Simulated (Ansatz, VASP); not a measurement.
**Si in VASP and in Ansatz**

```
CELL_PARAMETERS angstrom
2.72207 2.72207 0.00000
-2.72207 2.72207 0.00000
0.00000 2.72207 2.72207
ATOMIC_POSITIONS crystal
Si 0.25000 0.75000 0.50000
Si 0.00000 0.00000 0.00000
```

Alike in both runs: functional r2SCAN; k mesh 12 × 12 × 12; occupations fermi-dirac, width 0.1 eV; no spin polarisation.

Ansatz relaxed the structure, and its values are those at the end. VASP's run is a single point on that final structure, the one shown.

```csv
,VASP,Ansatz
version,VASP 6.6.1,Ansatz 0.2.0
potentials or method,"VASP PAW PBE potentials, release 64 (Si)","PAW with Ansatz's default frozen-core files, scalar-relativistic"
plane-wave cutoff (eV),520,500
valence electrons in the cell,8,8
```

```csv
,VASP,Ansatz,Ansatz less VASP
pressure (GPa),-0.2,0.0,+0.24
```

VASP's potentials were made for PBE, not for r2SCAN. The functional is the same, so the differences come from potentials, cutoffs and numerics.
